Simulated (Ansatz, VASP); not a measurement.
**Nb3C5 in VASP and in Ansatz**

```
Nb C
1.0
     3.02372    0.00001    0.00019
     0.00001    3.11983    0.00224
     0.00058    0.00669    9.13991
Nb C
3 5
Direct
  0.00005 0.50091 0.72946
  0.99995 0.49909 0.27054
  0.00000 0.00000 0.00000
  0.50008 0.00118 0.64688
  0.49998 0.49967 0.08428
  0.50002 0.50032 0.91572
  0.49992 0.99882 0.35312
  0.50001 0.00001 0.50000
```

Change from the starting cell: cell x1, atoms moved at random (sigma 0.15 Å) and cell strained at random (1.5 %), then relaxed without symmetry.

Alike in both runs: functional PBE; k mesh 8 × 8 × 4; occupations gaussian, width 0.2 eV; no spin polarisation.

Ansatz relaxed the structure, and its values are those at the end. VASP's run is a single point on that final structure, the one shown.

|  | VASP | Ansatz |
| --- | --- | --- |
| version | VASP 6.6.1 | Ansatz 0.2.0 |
| potentials or method | VASP PAW PBE potentials, release 64 (Nb_sv, C), cutoff 520 eV | scalar-relativistic, plane waves, PAW |
| valence electrons in the cell | 59 | 59 |

Ansatz gave:

```
gap on the k mesh at the Fermi level (eV) : none
pressure (GPa)                            : 0.0
rms of the force components (eV/Å)        : 0.001
```

What did VASP give for the same quantities?

gap on the k mesh at the Fermi level (eV): none; pressure (GPa): -0.3; rms of the force components (eV/Å): 0.020.

A gap of «none» marks a metal or a gap that the smearing closes.
